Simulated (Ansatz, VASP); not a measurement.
# One calculation of MoRu5, two programs

The input INCAR:

```
SYSTEM = MoRu5
PREC     = Accurate       ! precision mode
ENCUT    = 520            ! plane-wave cutoff, eV
EDIFF    = 1E-6           ! SCF threshold, eV
ISMEAR   = 0              ! smearing method
SIGMA    = 0.2            ! smearing width, eV
LREAL    = .False.        ! projectors in reciprocal space
LASPH    = .True.         ! aspherical terms in the spheres
NELM     = 100            ! most SCF steps
ALGO     = Fast           ! electronic algorithm
ISIF     = 2              ! what is computed and relaxed
LWAVE    = .False.        ! write WAVECAR
LCHARG   = .False.        ! write CHGCAR
GGA      = PE             ! functional
NBANDS   = 96             ! bands
```

KPOINTS

```
regular mesh
0
Gamma
  12 12 1
  0 0 0
```

POSCAR

```
MoRu5
1.0
    2.7383420868     -0.0000000289      0.0000000000
   -1.3691710184      2.3714738259      0.0000000000
    0.0000000000      0.0000000000     26.0690638000
Mo Ru
2 10
Direct
    0.0000000000      0.0000000000      0.2500000000
    0.0000000000      0.0000000000      0.7500000000
    0.3333333333      0.6666666667      0.0000000000
    0.3333333333      0.6666666667      0.5000000000
    0.3333333333      0.6666666667      0.1643715000
    0.3333333333      0.6666666667      0.6643715000
    0.3333333333      0.6666666667      0.3356285000
    0.3333333333      0.6666666667      0.8356285000
    0.0000000000      0.0000000000      0.4183685000
    0.0000000000      0.0000000000      0.9183685000
    0.0000000000      0.0000000000      0.0816315000
    0.0000000000      0.0000000000      0.5816315000
```

Input for Ansatz:

```yaml
crystal:
  lattice:
    - [2.7383420868, -2.89e-08, 0.0]
    - [-1.3691710184, 2.3714738259, 0.0]
    - [0.0, 0.0, 26.0690638]
  atoms:
    - { symbol: Mo, position: [0.0, 0.0, 0.25] }
    - { symbol: Mo, position: [0.0, 0.0, 0.75] }
    - { symbol: Ru, position: [0.3333333333, 0.6666666667, 0.0] }
    - { symbol: Ru, position: [0.3333333333, 0.6666666667, 0.5] }
    - { symbol: Ru, position: [0.3333333333, 0.6666666667, 0.1643715] }
    - { symbol: Ru, position: [0.3333333333, 0.6666666667, 0.6643715] }
    - { symbol: Ru, position: [0.3333333333, 0.6666666667, 0.3356285] }
    - { symbol: Ru, position: [0.3333333333, 0.6666666667, 0.8356285] }
    - { symbol: Ru, position: [0.0, 0.0, 0.4183685] }
    - { symbol: Ru, position: [0.0, 0.0, 0.9183685] }
    - { symbol: Ru, position: [0.0, 0.0, 0.0816315] }
    - { symbol: Ru, position: [0.0, 0.0, 0.5816315] }
basis:
  ecutwfc: 420
kpoints:
  mp_grid: { grid: [12, 12, 1] }
hamiltonian:
  xc: pbe
scf:
  occupations: { method: gaussian, width: 0.2 }
  lower_state_search: "off"
output:
  forces: true
  stress: true
  eigenvalues: true
```

Alike in both runs: task single point; functional PBE; k mesh 12 × 12 × 1; occupations gaussian, width 0.2 eV; no spin polarisation.

|  | VASP | Ansatz |
| --- | --- | --- |
| version | VASP 6.6.1 | Ansatz 0.2.0 |
| potentials or method | VASP PAW PBE potentials, release 64 (Mo_sv, Ru_pv), cutoff 520 eV | scalar-relativistic, plane waves, PAW |
| valence electrons in the cell | 168 | 188 |

|  | VASP | Ansatz | Ansatz less VASP |
| --- | --- | --- | --- |
| gap on the k mesh at the Fermi level (eV) | none | none | - |
| pressure (GPa) | 0.2 | 0.2 | -0.03 |
| traceless stress, the component that is largest in VASP (GPa) | 0.85 | 0.85 | -0.004 |
| rms of the force components (eV/Å) | 0.008 | 0.013 | +0.0046 |

Atom by atom the forces differ by 0.005 eV/Å (rms over components). A gap of «none» marks a metal or a gap that the smearing closes. With one functional, cell and mesh, what is left measures potentials, basis and numerics. VASP's potentials hold 168 valence electrons a cell and Ansatz's 188, so a difference there can come from the potentials and not from the codes.
